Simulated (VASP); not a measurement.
Crystal: Co.

```xyz
2
Lattice="2.3996 0.0000 0.0000 -1.1998 2.0781 0.0000 0.0000 0.0000 3.8657" Properties=species:S:1:pos:R:3 pbc="T T T"
Co    0.0000    1.3854    0.9664
Co    1.1998    0.6927    2.8993
```

Base run:

```yaml
Program: VASP 6.6.1
Functional: LDA
Potentials_or_basis: VASP PAW LDA potentials, release 64 (Co)
Cutoff: 520 eV
k_mesh: 15 × 15 × 8
Occupations: fermi-dirac, width 0.6 eV
Spin: no spin polarisation
```

Its results: band gap on the k mesh zero (bands 9 and 10 overlap by 1.76 eV); pressure 15.1 GPa.

Question: The run is repeated on the same cell with these changes: occupations from fermi-dirac, width 0.6 eV to fermi-dirac, width 1 eV. What comes out?

Answer: Band gap on the k mesh zero (bands 9 and 10 overlap by 1.78 eV); pressure 33.5 GPa.

Caveats: the cell stands under pressure; so wide a smearing shifts energies and pressures; the run has no spin polarisation, though such a crystal can be magnetic.
